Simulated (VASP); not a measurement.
Input of a VASP 6.6.1 run:

File POSCAR:

```
MgO
1.0
    0.0000000000      2.1070840251      2.1070840251
    2.1070840251      0.0000000000      2.1070840251
    2.1070840251      2.1070840251      0.0000000000
Mg O
1 1
Direct
    0.0000000000      0.0000000000      0.0000000000
    0.5000000000      0.5000000000      0.5000000000
```

The input INCAR.step1:

```
SYSTEM = MgO
  ALGO = Normal
  EDIFF = 1E-5
  ENCUT = 660
  GGA = PE
  GGA_COMPAT = .FALSE.
  ISMEAR = 0
  LASPH = .TRUE.
  LCHARG = .FALSE.
  LREAL = .FALSE.
  LWAVE = .TRUE.
  NBANDS = 11
  NELM = 120
  PREC = Accurate
  SIGMA = 0.02
```

Contents of INCAR.step2:

```
SYSTEM = MgO
  ALGO = Normal
  EDIFF = 1E-6
  ENCUT = 660
  GGA_COMPAT = .FALSE.
  ISIF = 2
  ISMEAR = 0
  ISTART = 1
  LASPH = .TRUE.
  LCHARG = .FALSE.
  LMIXTAU = .TRUE.
  LREAL = .FALSE.
  LWAVE = .FALSE.
  METAGGA = R2SCAN
  NBANDS = 11
  NELM = 120
  PREC = Accurate
  SIGMA = 0.02
```

Contents of KPOINTS:

```
k-points
0
G
  10 10 10
  0 0 0
```

Potentials or basis: VASP PAW PBE potentials, release 64 (Mg, O).

Run with:

```bash
$ cat potpaw_PBE.64/Mg/POTCAR potpaw_PBE.64/O/POTCAR > POTCAR
$ cp INCAR.step1 INCAR
$ mpirun -np 1 vasp_std > vasp.out
$ cp INCAR.step2 INCAR
$ mpirun -np 1 vasp_std > vasp.out
```

Question: What does it give for the pressure?

Answer: -2.6 GPa.

Question: What does it give for the band gap on the k mesh?

Answer: 5.59 eV.

Caveat: the PAW data sets were made with another functional, which shifts forces and pressure a little. r2SCAN opens gaps a little over a GGA but as a rule still falls short of measured ones.
